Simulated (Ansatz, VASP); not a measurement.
# TiSnTe3: VASP beside Ansatz

Contents of INCAR:

```
SYSTEM = TiSnTe3
PREC = Accurate
ENCUT = 520
EDIFF = 1E-7
ISMEAR = 0
SIGMA = 0.1
LREAL = .FALSE.
LASPH = .TRUE.
NELM = 60
ALGO = Normal
ISIF = 2
LWAVE = .FALSE.
LCHARG = .FALSE.
GGA = PE
NBANDS = 30
```

File KPOINTS:

```
Automatic mesh
0
G
  4 4 4
  0 0 0
```

File POSCAR:

```
TiSnTe3
1.0
    5.2443586700      0.0000000000      0.0000000000
    0.0000000000      5.2443586700      0.0000000000
    0.0000000000      0.0000000000      5.2443586700
Ti Sn Te
1 1 3
Direct
    0.0000000000      0.0000000000      0.0000000000
    0.5000000000      0.5000000000      0.5000000000
    0.0000000000      0.5000000000      0.5000000000
    0.5000000000      0.5000000000      0.0000000000
    0.5000000000      0.0000000000      0.5000000000
```

Input for Ansatz:

```yaml
crystal:
  lattice:
    - [5.24435867, 0.0, 0.0]
    - [0.0, 5.24435867, 0.0]
    - [0.0, 0.0, 5.24435867]
  atoms:
    - { symbol: Ti, position: [0.0, 0.0, 0.0] }
    - { symbol: Sn, position: [0.5, 0.5, 0.5] }
    - { symbol: Te, position: [0.0, 0.5, 0.5] }
    - { symbol: Te, position: [0.5, 0.5, 0.0] }
    - { symbol: Te, position: [0.5, 0.0, 0.5] }
basis:
  ecutwfc: 420
kpoints:
  mp_grid: { grid: [4, 4, 4] }
hamiltonian:
  xc: pbe
scf:
  occupations: { method: gaussian, width: 0.1 }
  lower_state_search: "off"
output:
  forces: true
  stress: true
  eigenvalues: true
```

Change from the starting cell: species swapped into the EuBPd3 type (Pm-3m, No. 221).

Alike in both runs: task single point; functional PBE; k mesh 4 × 4 × 4; occupations gaussian, width 0.1 eV; no spin polarisation.

|  | VASP | Ansatz |
| --- | --- | --- |
| version | VASP 6.6.1 | Ansatz 0.2.0 |
| potentials or method | VASP PAW PBE potentials, release 64 (Ti_sv, Sn_d, Te), cutoff 520 eV | scalar-relativistic, plane waves, PAW |
| valence electrons in the cell | 44 | 74 |

```csv
,VASP,Ansatz,Ansatz less VASP
gap on the k mesh at the Fermi level (eV),none,none,-
pressure (GPa),12.2,12.2,-0.01
```

A gap of «none» marks a metal or a gap that the smearing closes. VASP's potentials hold 44 valence electrons a cell and Ansatz's 74, so a difference there can come from the potentials and not from the codes.

Spin-orbit coupling is off throughout.
